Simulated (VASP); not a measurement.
# Zn7S7 in VASP: notebook

Zn7S7 is run at these levels: PBE; tasks: single point.

Program: VASP 6.6.1. These are calculated values, not measurements. Logs are shortened: lines on timing, memory, paths and dates and some standing lists are left out, and cuts for length are marked.

### 1 The cell of the first run

The cell holds a cluster in a box, 14 atoms: a = 14.300 Å, b = 13.200 Å, c = 16.200 Å, α = 90.00°, β = 90.00°, γ = 90.00°.

### 2 Single point, PBE, collinear spin

INCAR

```
SYSTEM = ZnS
PREC = Accurate
ENCUT = 520
EDIFF = 1E-6
ISMEAR = 0
SIGMA = 0.05
LREAL = .FALSE.
LASPH = .TRUE.
NELM = 150
ALGO = Normal
ISIF = 2
LWAVE = .FALSE.
LCHARG = .FALSE.
ISPIN = 2
MAGMOM = 0.2 0.2 0.2 0.2 0.2 0.2 0.2 0.2 0.2 0.2 0.2 0.2 0.2 0.2
LORBIT = 11
GGA = PE
NBANDS = 80
```

KPOINTS

```
Automatic mesh
0
G
  1 1 1
  0 0 0
```

POSCAR

```
ZnS
1.0
   14.3000000000      0.0000000000      0.0000000000
    0.0000000000     13.2000000000      0.0000000000
    0.0000000000      0.0000000000     16.2000000000
Zn S
7 7
Direct
    0.5060927847      0.4620573195      0.3828549409
    0.4484232700      0.4436903277      0.6944262381
    0.3576710616      0.6243570972      0.3903282784
    0.5884349983      0.6795345471      0.3472890956
    0.5474258785      0.3902914090      0.5464313560
    0.3155911960      0.5318785892      0.5599633942
    0.7064305666      0.5480977794      0.4309795042
    0.4061355350      0.4060402220      0.4783410257
    0.2535762211      0.6532177723      0.4789539473
    0.6495952142      0.3966571810      0.4241130202
    0.7190858886      0.7092307914      0.4076340265
    0.5905096220      0.3930510895      0.6755607032
    0.4684124372      0.5986769587      0.2948111583
    0.3081575304      0.4996123093      0.6937042561
```

Potentials or basis: VASP PAW PBE potentials, release 64 (Zn, S).

The run is started by

```bash
> cat potpaw_PBE.64/Zn/POTCAR potpaw_PBE.64/S/POTCAR > POTCAR
> mpirun -np 1 vasp_gam > vasp.out
```

OUTCAR:

```text
SYSTEM = ZnS
   PREC = Accurate
   ENCUT = 520
   EDIFF = 1E-6
   ISMEAR = 0
   LREAL = .FALSE.
   LASPH = .TRUE.
   NELM = 150
   ISIF = 2
   ISPIN = 2
   LORBIT = 11
   GGA = PE

 ion  position               nearest neighbor table
   1  0.506  0.462  0.383-   8 2.23  10 2.32  13 2.36   5 2.88   3 3.02
   2  0.448  0.444  0.694-  14 2.14  12 2.16   5 2.87
   3  0.358  0.624  0.390-   9 2.10  13 2.24   1 3.02
   4  0.588  0.680  0.347-  11 2.14  13 2.19   7 2.77
   5  0.547  0.390  0.546-  12 2.18   8 2.31  10 2.46   2 2.87   1 2.88
   6  0.316  0.532  0.560-  14 2.21   9 2.25   8 2.49
   7  0.706  0.548  0.431-  10 2.16  11 2.17   4 2.77
   8  0.406  0.406  0.478-   1 2.23   5 2.31   6 2.49
   9  0.254  0.653  0.479-   3 2.10   6 2.25
  10  0.650  0.397  0.424-   7 2.16   1 2.32   5 2.46
  11  0.719  0.709  0.408-   4 2.14   7 2.17
  12  0.591  0.393  0.676-   2 2.16   5 2.18
  13  0.468  0.599  0.295-   4 2.19   3 2.24   1 2.36
  14  0.308  0.500  0.694-   2 2.14   6 2.21

  LATTYP: Found a simple orthorhombic cell.
 ALAT       =    13.2000000000
 B/A-ratio  =     1.0833333333
 C/A-ratio  =     1.2272727273

  Lattice vectors:

 A1 = (   0.0000000000, -13.2000000000,   0.0000000000)
 A2 = (  14.3000000000,   0.0000000000,   0.0000000000)
 A3 = (   0.0000000000,   0.0000000000,  16.2000000000)

Analysis of symmetry for initial positions (statically):
=====================================================================
 Subroutine PRICEL returns:
 Original cell was already a primitive cell.

 Routine SETGRP: Setting up the symmetry group for a
 simple orthorhombic supercell.

 Subroutine GETGRP returns: Found  1 space group operations
 (whereof  1 operations were pure point group operations)
 out of a pool of  8 trial point group operations.

The static configuration has the point symmetry C_1 .

Analysis of symmetry for dynamics (positions and initial velocities):
=====================================================================
 Subroutine PRICEL returns:
 Original cell was already a primitive cell.

 Routine SETGRP: Setting up the symmetry group for a
 simple orthorhombic supercell.

 Subroutine GETGRP returns: Found  1 space group operations
 (whereof  1 operations were pure point group operations)
 out of a pool of  8 trial point group operations.

The dynamic configuration has the point symmetry C_1 .

Analysis of structural, dynamic, and magnetic symmetry:
[... 246 lines left out ...]
     74      -0.3345      0.00000
     75      -0.2711      0.00000
 Fermi energy:        -4.4268063361

 spin component 2

 k-point     1 :       0.0000    0.0000    0.0000
  band No.  band energies     occupation
      1     -18.4735      1.00000
      2     -17.7336      1.00000
      3     -17.4483      1.00000
      4     -16.7917      1.00000
      5     -16.3310      1.00000
      6     -16.1549      1.00000
[... 67 lines left out ...]
     74      -0.3345      0.00000
     75      -0.2711      0.00000
 [bands above 75 left out]

------------------------ aborting loop because EDIFF is reached ----------------------------------------

  FORCE on cell =-STRESS in cart. coord.  units (eV):
  Direction    XX          YY          ZZ          XY          YZ          ZX
  --------------------------------------------------------------------------------------
  -------------------------------------------------------------------------------------
  Total        0.2282171      0.1388493      0.0720927     -0.0174095     -0.0372898     -0.0340733
  in kB        0.1195732      0.0727494      0.0377726     -0.0091216     -0.0195378     -0.0178526
  external PRESSURE =       0.0766984 kB  Pullay stress =       0.0000000 kB

 VOLUME and BASIS-vectors are now :
 -----------------------------------------------------------------------------
  energy-cutoff  :      520.00
  volume of cell :     3057.91
      direct lattice vectors                 reciprocal lattice vectors
    14.300000000  0.000000000  0.000000000     0.069930070  0.000000000  0.000000000
     0.000000000 13.200000000  0.000000000     0.000000000  0.075757576  0.000000000
     0.000000000  0.000000000 16.200000000     0.000000000  0.000000000  0.061728395

 POSITION                                       TOTAL-FORCE (eV/Angst)
 -----------------------------------------------------------------------------------
      7.23713      6.09916      6.20225         0.002595     -0.001614      0.000421
      6.41245      5.85671     11.24971         0.004500     -0.002436      0.003805
      5.11470      8.24151      6.32332        -0.016760     -0.003254      0.017664
      8.41462      8.96986      5.62608         0.002955      0.007646     -0.004714
      7.82819      5.15185      8.85219         0.001732      0.000975     -0.004761
      4.51295      7.02080      9.07141         0.006699     -0.013863     -0.001300
     10.10196      7.23489      6.98187         0.006205     -0.001233      0.005933
      5.80774      5.35973      7.74912        -0.027688     -0.005806      0.003218
      3.62614      8.62247      7.75905        -0.016182      0.017900     -0.000041
      9.28921      5.23587      6.87063         0.016329     -0.019665     -0.007401
     10.28293      9.36185      6.60367         0.018079      0.024871      0.006215
      8.44429      5.18827     10.94408         0.025483     -0.010150      0.018119
      6.69830      7.90254      4.77594         0.002629     -0.003750     -0.044641
      4.40665      6.59488     11.23801        -0.026577      0.010379      0.007485
 -----------------------------------------------------------------------------------
    total drift:                               -0.004583     -0.005017     -0.001509

  FREE ENERGIE OF THE ION-ELECTRON SYSTEM (eV)
  ---------------------------------------------------
  free  energy   TOTEN  =       -41.1009806377 eV

  energy  without entropy=      -41.1009806377  energy(sigma->0) =      -41.10098064

 total charge

# of ion       s       p       d       tot
------------------------------------------
    1        0.560   0.438   9.789  10.787
    2        0.645   0.429   9.761  10.835
    3        0.637   0.403   9.763  10.803
    4        0.634   0.407   9.763  10.804
    5        0.573   0.431   9.784  10.788
    6        0.568   0.420   9.781  10.770
    7        0.631   0.412   9.765  10.808
    8        1.340   2.366   0.000   3.707
    9        1.346   2.355   0.000   3.701
   10        1.344   2.359   0.000   3.703
   11        1.352   2.342   0.000   3.693
   12        1.344   2.361   0.000   3.705
   13        1.341   2.370   0.000   3.712
   14        1.341   2.367   0.000   3.708
--------------------------------------------------
tot         13.656  19.462  68.406 101.523

 magnetization (x)

# of ion       s       p       d       tot
------------------------------------------
    1        0.000  -0.000   0.000  -0.000
    2        0.000  -0.000   0.000   0.000
    3        0.000  -0.000   0.000  -0.000
    4        0.000  -0.000   0.000  -0.000
    5       -0.000   0.000   0.000   0.000
    6        0.000   0.000   0.000   0.000
    7        0.000  -0.000   0.000   0.000
    8        0.000   0.000   0.000   0.000
    9        0.000   0.000   0.000   0.000
   10       -0.000  -0.000   0.000  -0.000
   11       -0.000  -0.000   0.000  -0.000
   12        0.000   0.000   0.000   0.000
   13        0.000   0.000   0.000   0.000
   14        0.000   0.000   0.000   0.000
--------------------------------------------------
tot          0.000   0.000   0.000   0.000
```

stdout:

```text
POSCAR found type information on POSCAR ZnS
 POSCAR found :  2 types and      14 ions
 scaLAPACK will be used
 LDA part: xc-table for (Slater+PW92), standard interpolation
 POSCAR, INCAR and KPOINTS ok, starting setup
 FFT: planning ... GRIDC
 FFT: planning ... GRID_SOFT
 FFT: planning ... GRID
 WAVECAR not read
 entering main loop
```

It took 34 min on 1 thread of AMD EPYC 7R43 (Zen 3), shared host; peak memory 2.9 GiB.

Results:

* Free energy: -41.1010 eV
* Largest force: 0.045 eV/Å
* Gap between the frontier levels: 1.70 eV
* Net moment: 0.00 μB per cell
* Valence electrons inside the program's atomic spheres: Zn 10.79, 10.84, 10.80, 10.77, 10.81 (each value once); S 3.71, 3.70, 3.69 (each value once)

Forces in eV/Å, atoms in the order of the input:
```
Zn   0.003 -0.002  0.000
Zn   0.004 -0.002  0.004
Zn  -0.017 -0.003  0.018
Zn   0.003  0.008 -0.005
Zn   0.002  0.001 -0.005
Zn   0.007 -0.014 -0.001
Zn   0.006 -0.001  0.006
S   -0.028 -0.006  0.003
S   -0.016  0.018  0.000
S    0.016 -0.020 -0.007
S    0.018  0.025  0.006
S    0.025 -0.010  0.018
S    0.003 -0.004 -0.045
S   -0.027  0.010  0.007
```

### 3 Single point, PBE, collinear spin

INCAR

```
SYSTEM = ZnS
PREC = Accurate
ENCUT = 520
EDIFF = 1E-6
ISMEAR = 0
SIGMA = 0.05
LREAL = .False.
LASPH = .True.
NELM = 150
ALGO = Normal
ISIF = 2
LWAVE = .False.
LCHARG = .True.
ISPIN = 2
MAGMOM = 0.4 0.4 0.4 0.4 0.4 0.4 0.4 0.4 0.4 0.4 0.4 0.4 0.4 0.4
LORBIT = 11
GGA = PE
LELF = .True.
LVHAR = .True.
NBANDS = 80
```

KPOINTS

```
regular mesh
0
Gamma
  1 1 1
  0 0 0
```

POSCAR is that of step 2.

Potentials or basis: VASP PAW PBE potentials, release 64 (Zn, S).

The run is started by

```bash
> cat potpaw_PBE.64/Zn/POTCAR potpaw_PBE.64/S/POTCAR > POTCAR
> mpirun -np 1 vasp_gam > vasp.out
```

OUTCAR:

```text
SYSTEM = ZnS
   PREC = Accurate
   ENCUT = 520
   EDIFF = 1E-6
   ISMEAR = 0
   LREAL = .False.
   LASPH = .True.
   NELM = 150
   ISIF = 2
   ISPIN = 2
   LORBIT = 11
   GGA = PE

 ion  position               nearest neighbor table
   1  0.506  0.462  0.383-   8 2.23  10 2.32  13 2.36   5 2.88   3 3.02
   2  0.448  0.444  0.694-  14 2.14  12 2.16   5 2.87
   3  0.358  0.624  0.390-   9 2.10  13 2.24   1 3.02
   4  0.588  0.680  0.347-  11 2.14  13 2.19   7 2.77
   5  0.547  0.390  0.546-  12 2.18   8 2.31  10 2.46   2 2.87   1 2.88
   6  0.316  0.532  0.560-  14 2.21   9 2.25   8 2.49
   7  0.706  0.548  0.431-  10 2.16  11 2.17   4 2.77
   8  0.406  0.406  0.478-   1 2.23   5 2.31   6 2.49
   9  0.254  0.653  0.479-   3 2.10   6 2.25
  10  0.650  0.397  0.424-   7 2.16   1 2.32   5 2.46
  11  0.719  0.709  0.408-   4 2.14   7 2.17
  12  0.591  0.393  0.676-   2 2.16   5 2.18
  13  0.468  0.599  0.295-   4 2.19   3 2.24   1 2.36
[... 413 lines left out ...]
  free  energy   TOTEN  =       -41.1009807676 eV

  energy  without entropy=      -41.1009807676  energy(sigma->0) =      -41.10098077

 total charge

# of ion       s       p       d       tot
------------------------------------------
    1        0.560   0.438   9.789  10.787
    2        0.645   0.429   9.761  10.835
    3        0.637   0.403   9.763  10.803
    4        0.634   0.407   9.763  10.804
    5        0.573   0.431   9.784  10.788
    6        0.568   0.420   9.781  10.770
    7        0.631   0.412   9.765  10.808
    8        1.340   2.366   0.000   3.707
    9        1.346   2.355   0.000   3.701
   10        1.344   2.359   0.000   3.703
   11        1.352   2.342   0.000   3.693
   12        1.344   2.361   0.000   3.705
   13        1.341   2.370   0.000   3.712
   14        1.341   2.367   0.000   3.708
--------------------------------------------------
tot         13.656  19.462  68.406 101.523

 magnetization (x)

# of ion       s       p       d       tot
------------------------------------------
    1        0.000  -0.000   0.000   0.000
    2        0.000   0.000   0.000   0.000
    3        0.000  -0.000   0.000  -0.000
    4        0.000  -0.000   0.000   0.000
    5       -0.000   0.000   0.000   0.000
    6        0.000   0.000   0.000   0.000
    7        0.000  -0.000   0.000   0.000
    8        0.000   0.000   0.000   0.000
    9        0.000   0.000   0.000   0.000
   10        0.000   0.000   0.000   0.000
   11        0.000  -0.000   0.000  -0.000
   12        0.000   0.000   0.000   0.000
   13        0.000   0.000   0.000   0.000
   14        0.000   0.000   0.000   0.000
--------------------------------------------------
tot          0.000   0.000   0.000   0.000
```

stdout:

```text
POSCAR found type information on POSCAR ZnS
 POSCAR found :  2 types and      14 ions
 scaLAPACK will be used
 LDA part: xc-table for (Slater+PW92), standard interpolation
 POSCAR, INCAR and KPOINTS ok, starting setup
 FFT: planning ... GRIDC
 FFT: planning ... GRID_SOFT
 FFT: planning ... GRID
 WAVECAR not read
 entering main loop
```

Wall time 52 min (1 thread of Intel Xeon 8259CL, shared host); peak memory 2.9 GiB.

What came out:

* Free energy: -41.1010 eV
* Largest force: 0.045 eV/Å
* Gap between the frontier levels: 1.70 eV
* Net moment: 0.00 μB per cell
* Valence electrons inside the program's atomic spheres: Zn 10.79, 10.84, 10.80, 10.77, 10.81 (each value once); S 3.71, 3.70, 3.69 (each value once)

Forces in eV/Å, atoms in the order of the input:
```
Zn   0.003 -0.002  0.000
Zn   0.005 -0.002  0.004
Zn  -0.017 -0.003  0.018
Zn   0.003  0.008 -0.005
Zn   0.002  0.001 -0.005
Zn   0.007 -0.014 -0.001
Zn   0.006 -0.001  0.006
S   -0.028 -0.006  0.003
S   -0.016  0.018  0.000
S    0.016 -0.020 -0.007
S    0.018  0.025  0.006
S    0.025 -0.010  0.018
S    0.003 -0.004 -0.045
S   -0.027  0.010  0.007
```

Levels at points of the mesh, in eV from the valence-band top:
Spin up:
```csv
k point,band 60,band 61,band 62,band 63,band 64,band 65,band 66,band 67
"(0.00, 0.00, 0.00)",-1.06,-0.71,-0.56,0.00,1.70,2.38,2.64,2.74
```
Spin down:
```
           k point  band 60  band 61  band 62  band 63  band 64  band 65  band 66  band 67
(0.00, 0.00, 0.00)    -1.06    -0.71    -0.56     0.00     1.70     2.38     2.64     2.74
```
